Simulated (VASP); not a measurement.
The system is AlNi.

```xyz
2
Lattice="2.8810 0.0000 0.0000 0.0000 2.8810 0.0000 0.0000 0.0000 2.8810" Properties=species:S:1:pos:R:3 pbc="T T T"
Ni    1.4405    1.4405    1.4405
Al    0.0000    0.0000    0.0000
```

```yaml
Program: VASP 6.6.1
Task: relaxation of cell and atoms
Functional: PBEsol
Dispersion: D3(BJ)
Potentials_or_basis: VASP PAW PBE potentials, release 64 (Ni, Al)
Cutoff: 600 eV
k_mesh: 9 × 9 × 9
Occupations: fermi-dirac, width 0.05 eV
Spin: collinear spin, ferromagnetic start
Starting_moments: "[1.0, 0.0] μB"
```

At the start: pressure -8.7 GPa; volume 11.96 Å³/atom.

**Question.** Where does the relaxation end?

**Answer.** Over 6 steps the energy falls by 17.4 meV/atom and the volume is 11.35 Å³/atom (-5.1 %); space group Pm-3m (No. 221, to 0.1 Å) before and after; moment 0.00 μB per cell.

Step by step:
```tsv
step	energy change (eV)	largest force (eV/Å)	pressure (GPa)	volume (Å³)
1	0.0000	0.0000	-8.66	23.91
2	-0.0100	0.0000	8.64	21.74
3	-0.0349	0.0000	-0.08	22.70
4	-0.0348	0.0000	0.15	22.67
5	-0.0348	0.0000	-0.11	22.71
6	-0.0349	0.0000	0.00	22.69
```

Final structure:
```
CELL_PARAMETERS angstrom
2.83114 0.00000 0.00000
0.00000 2.83114 0.00000
0.00000 0.00000 2.83114
ATOMIC_POSITIONS crystal
Ni 0.50000 0.50000 0.50000
Al 0.00000 0.00000 0.00000
```

Caveat: the PAW data sets were made with another functional, which shifts forces and pressure a little.
